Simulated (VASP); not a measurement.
# Cr16B (a cell with a defect) in VASP: single point with PBE+D3(BJ)

Aim: the single point of Cr16B (a cell with a defect) with PBE+D3(BJ).

Everything below comes from runs of VASP 6.6.1. Logs are shortened: lines on timing, memory, paths and dates and some standing lists are left out, and cuts for length are marked.

### Step 1. The cell of the first run

The cell holds a defect, 17 atoms: a = 5.760 Å, b = 5.760 Å, c = 5.760 Å, α = 90.00°, β = 90.00°, γ = 90.00°.

### Step 2. Single point, PBE+D3(BJ), collinear spin, ferromagnetic start

Contents of INCAR:

```
PREC = Accurate
ENCUT = 520
EDIFF = 1E-7
ISMEAR = -1
SIGMA = 0.1
LREAL = Auto
LASPH = True
NELM = 150
ALGO = Normal
ISIF = 2
LWAVE = False
LCHARG = True
ISPIN = 2
MAGMOM = 1.5 1.5 1.5 1.5 1.5 1.5 1.5 1.5 1.5 1.5 1.5 1.5 1.5 1.5 1.5 1.5 0
LORBIT = 11
LMAXMIX = 4
GGA = PE
IVDW = 12
LELF = True
LVHAR = True
NBANDS = 116
```

Contents of KPOINTS:

```
Automatic mesh
0
Gamma
  2 2 2
```

Contents of POSCAR:

```
Cr16B
1.0
    5.7600000000      0.0000000000      0.0000000000
    0.0000000000      5.7600000000      0.0000000000
    0.0000000000      0.0000000000      5.7600000000
Cr B
16 1
Direct
    0.0454687500      0.0530555556      0.0199826389
    0.5294618056      0.0475520833     -0.0002951389
   -0.0232118056      0.5661979167      0.0381944444
    0.0041493056      0.0534027778      0.5075520833
    0.2699479167      0.3091319444      0.2607638889
    0.5075694444      0.5270486111      0.0157465278
    0.4855381944      0.1144444444      0.5386284722
    0.7925173611      0.3050868056      0.2615798611
    0.0097916667      0.5617361111      0.5166666667
    0.2767534722      0.8084375000      0.2603993056
    0.2449131944      0.3035069444      0.7736458333
    0.4940451389      0.4909548611      0.5197569444
    0.7261458333      0.8111631944      0.2372222222
    0.7962673611      0.3156944444      0.7586458333
    0.2667013889      0.7939409722      0.7711631944
    0.7718055556      0.8067361111      0.7805729167
    0.5480902778      0.8035243056      0.5318402778
```

Potentials or basis: VASP PAW PBE potentials, release 64 (Cr_pv, B).

On the command line:

```bash
$ cat potpaw_PBE.64/Cr_pv/POTCAR potpaw_PBE.64/B/POTCAR > POTCAR
$ mpirun -np 1 vasp_std > vasp.out
```

OUTCAR:

```text
PREC = Accurate
   ENCUT = 520
   EDIFF = 1E-7
   ISMEAR = -1
   LREAL = Auto
   LASPH = True
   NELM = 150
   ISIF = 2
   ISPIN = 2
   LORBIT = 11
   GGA = PE
   IVDW = 12
 IVDW          = 12

 ion  position               nearest neighbor table
   1  0.045  0.053  0.020-  11 2.33  10 2.38   5 2.40  15 2.43   8 2.48  16 2.53  14 2.57  13 2.62
                             2 2.79   4 2.82   3 2.83   4 2.96   2 2.97   3 2.98
   2  0.529  0.048  1.000-  13 2.24  16 2.34  15 2.48  10 2.50  11 2.56  14 2.58   5 2.60   8 2.60
                             7 2.70   6 2.77   1 2.79   1 2.97   6 3.00   7 3.14
   3  0.977  0.566  0.038-   8 2.25  13 2.32  16 2.35  14 2.40  10 2.56   5 2.59  15 2.62  11 2.65
                             6 2.72   9 2.76   1 2.83   1 2.98   9 3.01   6 3.07
   4  0.004  0.053  0.508-   8 2.37  14 2.41  16 2.51  11 2.52  10 2.55   5 2.56  15 2.61  13 2.63
                             7 2.80   1 2.82   9 2.83   9 2.93   1 2.96   7 3.01
   5  0.270  0.309  0.261-  12 2.23   7 2.32   6 2.33   1 2.40   4 2.56   9 2.56   3 2.59   2 2.60
                             8 2.75  11 2.81  10 2.88  10 2.88  11 2.96   8 3.01
   6  0.508  0.527  0.016-   5 2.33  13 2.43  11 2.43  15 2.50   8 2.52  10 2.53  14 2.54  16 2.60
                             3 2.72   2 2.77  12 2.87  12 2.91   2 3.00   3 3.07
   7  0.486  0.114  0.539-  17 1.83  12 2.17  11 2.22   5 2.32  14 2.48  15 2.61   8 2.62  10 2.67
                             2 2.70  16 2.79   4 2.80  13 2.83   4 3.01   2 3.14
   8  0.793  0.305  0.262-   3 2.25   4 2.37   9 2.43   1 2.48  12 2.51   6 2.52   2 2.60   7 2.62
                             5 2.75  14 2.86  13 2.87  14 2.90  13 2.94   5 3.01
   9  0.010  0.562  0.517-  14 2.34   8 2.43  15 2.48  16 2.49  11 2.50   5 2.56  10 2.56  13 2.71
                             3 2.76  12 2.82   4 2.83   4 2.93  12 3.00   3 3.01
  10  0.277  0.808  0.260-  17 2.21   1 2.38   2 2.50   6 2.53   4 2.55   9 2.56   3 2.56  13 2.59
                             7 2.67  12 2.67  15 2.82   5 2.88   5 2.88  15 2.94  13 3.17
  11  0.245  0.304  0.774-   7 2.22  12 2.32   1 2.33   6 2.43   9 2.50   4 2.52   2 2.56  14 2.59
                             3 2.65   5 2.81  15 2.83  15 2.94   5 2.96
  12  0.494  0.491  0.520-  17 1.83   7 2.17   5 2.23  11 2.32  14 2.44   8 2.51  15 2.62  10 2.67
                            13 2.80   9 2.82  16 2.85   6 2.87   6 2.91   9 3.00
  13  0.726  0.811  0.237-  17 1.98   2 2.24   3 2.32   6 2.43  10 2.59   1 2.62   4 2.63  16 2.64
                             9 2.71  12 2.80   7 2.83   8 2.87   8 2.94  16 3.14  10 3.17
  14  0.796  0.316  0.759-   9 2.34   3 2.40   4 2.41  12 2.44   7 2.48   6 2.54   1 2.57   2 2.58
                            11 2.59  16 2.83   8 2.86   8 2.90  16 2.94
  15  0.267  0.794  0.771-  17 2.13   1 2.43   9 2.48   2 2.48   6 2.50   7 2.61   4 2.61  12 2.62
                             3 2.62  10 2.82  11 2.83  16 2.85  16 2.91  11 2.94  10 2.94
  16  0.772  0.807  0.781-  17 1.93   2 2.34   3 2.35   9 2.49   4 2.51   1 2.53   6 2.60  13 2.64
                             7 2.79  14 2.83  12 2.85  15 2.85  15 2.91  14 2.94  13 3.14
  17  0.548  0.804  0.532-   7 1.83  12 1.83  16 1.93  13 1.98  15 2.13  10 2.21

  LATTYP: Found a simple cubic cell.
 ALAT       =     5.7600000000

  Lattice vectors:

 A1 = (   5.7600000000,   0.0000000000,   0.0000000000)
 A2 = (   0.0000000000,   5.7600000000,   0.0000000000)
 A3 = (   0.0000000000,   0.0000000000,   5.7600000000)

Analysis of symmetry for initial positions (statically):
[... 1106 lines left out ...]
 Fermi energy:        10.7955459895

 spin component 2

 k-point     1 :       0.0000    0.0000    0.0000
  band No.  band energies     occupation
      1     -32.9013      1.00000
      2     -32.7612      1.00000
      3     -32.7394      1.00000
      4     -32.7159      1.00000
      5     -32.6920      1.00000
      6     -32.6656      1.00000
[... 885 lines left out ...]
    108      11.8999      0.00002
    109      11.9318      0.00001
 [bands above 109 left out]

------------------------ aborting loop because EDIFF is reached ----------------------------------------

 Edisp (eV)   -8.16077

 E8    (eV) :    -3.6000

  FORCE on cell =-STRESS in cart. coord.  units (eV):
  Direction    XX          YY          ZZ          XY          YZ          ZX
  --------------------------------------------------------------------------------------
  -------------------------------------------------------------------------------------
  Total      -4.04395     8.80053    -3.55767     1.02837    -0.24749     0.28940
  in kB     -33.90383    73.78228   -29.82698     8.62170    -2.07493     2.42625
  external pressure =        3.35 kB  Pullay stress =        0.00 kB

 VOLUME and BASIS-vectors are now :
 -----------------------------------------------------------------------------
  energy-cutoff  :      520.00
  volume of cell :      191.10
      direct lattice vectors                 reciprocal lattice vectors
     5.760000000  0.000000000  0.000000000     0.173611111  0.000000000  0.000000000
     0.000000000  5.760000000  0.000000000     0.000000000  0.173611111  0.000000000
     0.000000000  0.000000000  5.760000000     0.000000000  0.000000000  0.173611111

 POSITION                                       TOTAL-FORCE (eV/Angst)
 -----------------------------------------------------------------------------------
      0.26190      0.30560      0.11510        -1.308691      0.053564     -0.224474
      3.04970      0.27390      5.75830        -0.106645      0.675159      0.677670
      5.62630      3.26130      0.22000         2.701544     -0.438163     -1.120921
      0.02390      0.30760      2.92350         0.594150      0.107061      0.423436
      1.55490      1.78060      1.50200        -1.159313     -0.413778     -1.037771
      2.92360      3.03580      0.09070        -0.506419      0.904703     -0.098802
[... 9 lines left out ...]
      4.44560      4.64680      4.49610         0.468718      0.173347     -0.565600
      3.15700      4.62830      3.06340        -1.471209     -0.149974     -0.577988
 -----------------------------------------------------------------------------------
    total drift:                                0.006080      0.003038      0.013853

  FREE ENERGIE OF THE ION-ELECTRON SYSTEM (eV)
  ---------------------------------------------------
  free  energy   TOTEN  =      -163.5732531559 eV

  energy  without entropy=     -163.1304889133  energy(sigma->0) =     -163.35187103

 total charge

# of ion       s       p       d       tot
------------------------------------------
    1        0.440   6.382   4.254  11.077
    2        0.439   6.381   4.249  11.069
    3        0.448   6.388   4.295  11.131
    4        0.417   6.357   4.191  10.965
    5        0.452   6.398   4.313  11.163
    6        0.435   6.373   4.238  11.046
[... 9 lines left out ...]
   16        0.432   6.416   4.315  11.163
   17        0.828   1.352   0.000   2.180
--------------------------------------------------
tot          7.858 103.711  68.611 180.180

 magnetization (x)

# of ion       s       p       d       tot
------------------------------------------
    1       -0.000  -0.000  -0.002  -0.002
    2       -0.000  -0.000  -0.002  -0.002
    3       -0.000  -0.000  -0.002  -0.002
    4       -0.000  -0.000  -0.003  -0.003
    5        0.000   0.000   0.002   0.002
    6       -0.000  -0.000  -0.002  -0.002
[... 9 lines left out ...]
   16        0.000   0.000   0.002   0.002
   17       -0.000  -0.000   0.000  -0.000
--------------------------------------------------
tot         -0.000  -0.000   0.001   0.001
```

OSZICAR:

```text
N       E                     dE             d eps       ncg     rms          rms(c)
DAV:   1     0.294658097072E+04    0.29466E+04   -0.10564E+05  3712   0.212E+03
DAV:   2     0.741591176482E+02   -0.28724E+04   -0.28057E+04  3712   0.665E+02
[... 21 lines left out ...]
DAV:  24    -0.155412488374E+03   -0.10237E-05   -0.23116E-05  5456   0.322E-02    0.175E-02
DAV:  25    -0.155412485438E+03    0.29359E-05   -0.13560E-05  5120   0.265E-02    0.507E-03
DAV:  26    -0.155412485531E+03   -0.93303E-07   -0.25418E-06  4968   0.103E-02    0.627E-03
DAV:  27    -0.155412485076E+03    0.45563E-06   -0.16699E-06  4368   0.892E-03    0.345E-03
DAV:  28    -0.155412484981E+03    0.94562E-07   -0.12090E-06  4216   0.533E-03    0.340E-03
DAV:  29    -0.155412484946E+03    0.35172E-07   -0.36024E-07  3512   0.353E-03
   1 F= -.16357325E+03 E0= -.16335187E+03  d E =-.442764E+00  mag=     0.0008
```

stdout:

```text
POSCAR found type information on POSCAR CrB
 POSCAR found :  2 types and      17 ions
 scaLAPACK will be used
 LDA part: xc-table for (Slater+PW92), standard interpolation
 POSCAR, INCAR and KPOINTS ok, starting setup
 FFT: planning ... GRIDC
 FFT: planning ... GRID_SOFT
 FFT: planning ... GRID
 WAVECAR not read
 entering main loop
```

Wall time 51 min (1 thread of Intel Xeon 8259CL, shared host); peak memory 0.53 GiB.

What came out:

```yaml
Free_energy: -163.5733 eV
Pressure: 0.3 GPa
Largest_force: 2.957 eV/Å
Net_moment: 0.00 μB per cell
Valence_electrons_inside_the_program's_atomic_spheres: Cr 11.08, 11.07, 11.13, 10.96, 11.16, 11.05, 11.42, 11.10, 11.00, 10.99, 11.20, 11.43 (each value once); B 2.18
Dispersion_energy_per_atom: -0.480 eV
```

Forces in eV/Å, atoms in the order of the input:
```
Cr  -1.309  0.054 -0.224
Cr  -0.107  0.675  0.678
Cr   2.702 -0.438 -1.121
Cr   0.594  0.107  0.423
Cr  -1.159 -0.414 -1.038
Cr  -0.506  0.905 -0.099
Cr   1.014 -0.211 -0.693
Cr  -1.425 -0.557 -0.265
Cr   0.129 -0.104  0.234
Cr  -0.926 -0.080  0.826
Cr  -0.044  0.045  0.771
Cr   1.252  0.586 -0.023
Cr   2.238 -0.092  1.145
Cr  -1.248 -0.786  0.856
Cr  -0.202  0.287 -0.326
Cr   0.469  0.173 -0.566
B   -1.471 -0.150 -0.578
```

Levels at points of the mesh, in eV from the Fermi level:
Spin up:
```csv
k point,band 96,band 97,band 98,band 99,band 100,band 101
"(0.00, 0.00, 0.00)",-0.06,0.23,0.27,0.34,0.48,0.50
"(0.50, 0.00, 0.00)",-0.29,-0.26,-0.10,0.02,0.11,0.23
"(0.00, 0.50, 0.00)",-0.33,-0.01,0.04,0.13,0.25,0.45
"(0.00, 0.00, 0.50)",-0.36,-0.28,-0.08,0.01,0.16,0.25
"(0.50, 0.50, 0.00)",-0.38,-0.23,-0.07,0.15,0.29,0.42
"(0.00, 0.50, 0.50)",-0.40,-0.23,-0.02,0.13,0.34,0.40
"(0.50, 0.00, 0.50)",-0.25,-0.20,-0.10,0.06,0.26,0.29
"(0.50, 0.50, 0.50)",-1.16,-0.68,0.48,0.53,0.66,0.77
```
Spin down:
```csv
k point,band 94,band 95,band 96,band 97,band 98,band 99,band 100,band 101,band 102,band 103
"(0.00, 0.00, 0.00)",-0.23,-0.18,-0.06,0.23,0.27,0.34,0.48,0.50,0.62,0.72
"(0.50, 0.00, 0.00)",-0.57,-0.40,-0.29,-0.26,-0.10,0.02,0.11,0.23,0.39,0.45
"(0.00, 0.50, 0.00)",-0.66,-0.46,-0.33,-0.01,0.04,0.13,0.25,0.45,0.52,0.59
"(0.00, 0.00, 0.50)",-0.50,-0.39,-0.36,-0.28,-0.08,0.01,0.16,0.25,0.34,0.41
"(0.50, 0.50, 0.00)",-0.77,-0.51,-0.38,-0.23,-0.07,0.15,0.29,0.42,0.43,0.51
"(0.00, 0.50, 0.50)",-0.67,-0.54,-0.40,-0.23,-0.02,0.13,0.34,0.40,0.54,0.58
"(0.50, 0.00, 0.50)",-0.44,-0.28,-0.25,-0.20,-0.10,0.06,0.26,0.29,0.41,0.53
"(0.50, 0.50, 0.50)",-1.31,-1.22,-1.16,-0.68,0.48,0.53,0.66,0.77,0.86,0.91
```

Caveat: the k points lie up to 0.55 Å⁻¹ apart; the atoms stand as in a frame of molecular dynamics; the moments typed at the start vanished in this run.
